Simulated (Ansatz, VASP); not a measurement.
# One calculation of Si3N4, two programs

```
CELL_PARAMETERS angstrom
0.00000 3.89462 3.89462
3.89462 0.00000 3.89462
3.89462 3.89462 0.00000
ATOMIC_POSITIONS crystal
Si 0.12500 0.12500 0.62500
Si 0.12500 0.62500 0.12500
Si 0.62500 0.12500 0.12500
Si 0.12500 0.12500 0.12500
Si 0.75000 0.75000 0.75000
Si 0.50000 0.50000 0.50000
N 0.36754 0.36754 0.36754
N 0.35263 0.88246 0.88246
N 0.88246 0.88246 0.35263
N 0.88246 0.35263 0.88246
N 0.36754 0.36754 0.89737
N 0.36754 0.89737 0.36754
N 0.88246 0.88246 0.88246
N 0.89737 0.36754 0.36754
```

Alike in both runs: task relaxation of cell and atoms; functional PBE; dispersion D3(BJ); k mesh 6 × 6 × 6; occupations gaussian, width 0.02 eV; no spin polarisation.

|  | VASP | Ansatz |
| --- | --- | --- |
| version | VASP 6.6.1 | Ansatz 0.2.0 |
| potentials or method | VASP PAW PBE potentials, release 64 (Si, N), cutoff 600 eV | scalar-relativistic, plane waves, PAW |
| valence electrons in the cell | 64 | 64 |

```csv
,VASP,Ansatz,Ansatz less VASP
"gap on the k mesh at the Fermi level, each at its own relaxed structure (eV)",3.42,3.42,+0.008
relaxed volume (Å³/atom),8.26,8.27,+0.007
relaxed length of the cell vector where the two differ most in proportion (Å),5.468,5.470,+0.0016
```
